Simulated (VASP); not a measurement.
Set up this calculation in VASP 6.6.1, as the native input.

| Item | Value |
| --- | --- |
| Task | single point |
| Functional | PBE |
| Potentials or basis | VASP PAW PBE potentials, release 64 (Hf_pv, C) |
| Cutoff | 520 eV |
| k mesh | 18 × 18 × 18 |
| Occupations | gaussian, width 0.15 eV |
| Spin | no spin polarisation |
| Dipole correction | no |
| Further INCAR settings | ALGO = Normal; EDIFF = 1e-06; NBANDS = 14 |

The structure of HfC lies in POSCAR:

```
HfC
1.0
    0.0000000000      2.3250000000      2.3250000000
    2.3250000000      0.0000000000      2.3250000000
    2.3250000000      2.3250000000      0.0000000000
Hf C
1 1
Direct
    0.5000000000      0.5000000000      0.5000000000
   -0.0967741935     -0.0967741935     -0.0400851835
```

This cell differs from its parent crystal: atom 2 (C) moved by (-0.450, -0.450) A along [1 1 0] and z.

The input as run:

INCAR

```
SYSTEM = HfC
ALGO = Normal
EDIFF = 1E-6
ENCUT = 520
GGA = PE
ISIF = 2
ISMEAR = 0
LASPH = .TRUE.
LCHARG = .TRUE.
LELF = .TRUE.
LREAL = .FALSE.
LVHAR = .TRUE.
LWAVE = .FALSE.
NBANDS = 14
NELM = 100
PREC = Accurate
SIGMA = 0.15
```

KPOINTS

```
k-points
0
G
  18 18 18
  0 0 0
```

Potentials or basis: VASP PAW PBE potentials, release 64 (Hf_pv, C).

Run with:

```sh
$ cat potpaw_PBE.64/Hf_pv/POTCAR potpaw_PBE.64/C/POTCAR > POTCAR
$ mpirun -np 1 vasp_std > vasp.out
```

It gave:

| Quantity | Value |
| --- | --- |
| Pressure | 32.4 GPa |
| Largest force | 5.380 eV/Å |
| Band gap on the k mesh | 1.07 eV, indirect (least direct gap 1.21 eV) |

Caveat: the cell differs from its parent crystal (atom 2 (C) moved by (-0.450, -0.450) A along [1 1 0] and z); spin-orbit coupling is left out, which moves the levels of the heavy elements; forces of over 1 eV/Å act on the atoms, so gaps and moduli don't describe the material at rest.

Run time: 4 min on 1 thread of Intel(R) Xeon(R) Platinum 8259CL CPU @ 2.50GHz (Skylake/Cascade Lake), on a shared host, peak memory 0.63 GiB.
